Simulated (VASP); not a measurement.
Crystal: PbSe.

```
Pb Se
1.0
     2.15488   -6.13395    0.00000
     2.15488    6.13395    0.00000
     0.00000    0.00000    4.45049
Pb Se
2 2
Direct
  0.63176 0.36824 0.75000
  0.36824 0.63176 0.25000
  0.86129 0.13871 0.75000
  0.13871 0.86129 0.25000
```

- Program: VASP 6.6.1
- Task: relaxation of cell and atoms
- Functional: PBE
- Dispersion: D3(BJ)
- Potentials or basis: VASP PAW PBE potentials, release 64 (Pb_d, Se)
- Cutoff: 600 eV
- k mesh: 6 × 6 × 6
- Occupations: fermi-dirac, width 0.02 eV
- Spin: no spin polarisation

At the start: pressure -0.9 GPa; volume 29.41 Å³/atom.

Task: How do energy, volume and symmetry change on relaxing?

Result: Over 17 steps the energy falls by 7.5 meV/atom and the volume is 28.07 Å³/atom (-4.6 %); space group Cmcm (No. 63, to 0.1 Å) before and after.

Step by step:
| step | energy change (eV) | largest force (eV/Å) | pressure (GPa) | volume (Å³) |
| --- | --- | --- | --- | --- |
| 1 | 0.0000 | 0.1355 | -0.91 | 117.65 |
| 2 | -0.0107 | 0.1662 | 0.10 | 114.82 |
| 3 | -0.0108 | 0.1704 | 0.19 | 114.60 |
| 4 | -0.0168 | 0.1125 | 0.11 | 114.19 |
| 5 | -0.0241 | 0.0486 | -0.06 | 112.98 |
| 6 | -0.0284 | 0.0381 | -0.04 | 112.51 |
| 7 | -0.0295 | 0.0307 | -0.01 | 112.18 |
| 8 | -0.0295 | 0.0301 | -0.01 | 112.15 |
| 9 | -0.0297 | 0.0171 | 0.02 | 112.17 |
| 10 | -0.0300 | 0.0156 | 0.07 | 112.20 |
| 11 | -0.0300 | 0.0089 | -0.04 | 112.43 |
| 12 | -0.0300 | 0.0102 | -0.02 | 112.39 |
| 13 | -0.0300 | 0.0086 | -0.01 | 112.36 |
| 14 | -0.0300 | 0.0058 | 0.01 | 112.31 |
| 15 | -0.0301 | 0.0057 | 0.01 | 112.31 |
| 16 | -0.0301 | 0.0057 | 0.00 | 112.30 |
| 17 | -0.0301 | 0.0026 | 0.00 | 112.30 |

Final structure:
```cif
data_structure
_symmetry_space_group_name_H-M 'P 1'
_symmetry_Int_Tables_number 1
_cell_length_a 6.3071
_cell_length_b 6.3071
_cell_length_c 4.4519
_cell_angle_alpha 90.000
_cell_angle_beta 90.000
_cell_angle_gamma 140.646
_cell_volume 112.30
loop_
_atom_site_label
_atom_site_type_symbol
_atom_site_fract_x
_atom_site_fract_y
_atom_site_fract_z
_atom_site_occupancy
Pb1 Pb 0.62758 0.37242 0.75000 1
Pb2 Pb 0.37242 0.62758 0.25000 1
Se1 Se 0.86655 0.13345 0.75000 1
Se2 Se 0.13345 0.86655 0.25000 1
```
